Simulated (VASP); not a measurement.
**Al: single point with PBE**

Al:

```
Al
1.0
     2.85354    0.00000    0.00000
    -1.42677    2.47124    0.00000
     0.00000    0.00000    9.38146
Al
4
Cartesian
  0.0000 0.0000 0.0000
  0.0000 1.6475 2.3454
  0.0000 0.0000 4.6907
  1.4268 0.8237 7.0361
```

| Item | Value |
| --- | --- |
| Program | VASP 6.6.1 |
| Task | single point |
| Functional | PBE |
| Potentials or basis | VASP PAW PBE potentials, release 64 (Al) |
| Cutoff | 520 eV |
| k mesh | 18 × 18 × 6 |
| Occupations | gaussian, width 0.1 eV |
| Spin | no spin polarisation |
| Dipole correction | no |
| Further INCAR settings | ALGO = Normal; EDIFF = 1e-07; NBANDS = 14 |

```json
{"Pressure": "0.0 GPa", "Band gap on the k mesh": "zero (band 6 reaches 11.82 eV, above the bottom of band 7 at 6.44 eV)"}
```

Levels at points of the mesh, in eV from the Fermi level:
```
           k point  band 4  band 5  band 6  band 7  band 8  band 9
(0.00, 0.00, 0.00)   -4.61   -4.45    3.31    3.32   10.75   10.75
(0.50, 0.00, 0.00)   -3.82   -3.32   -3.22    0.83    1.25    1.29
(0.00, 0.00, 0.50)   -7.38   -0.95   -0.95    8.14    8.14   11.07
(0.50, 0.00, 0.50)   -4.75   -1.85   -1.85   -1.20   -1.20    4.50
```

Run time: 110 s on 1 thread of Intel(R) Xeon(R) Platinum 8375C CPU @ 2.90GHz (Ice Lake) (shared host), peak memory 0.24 GiB.
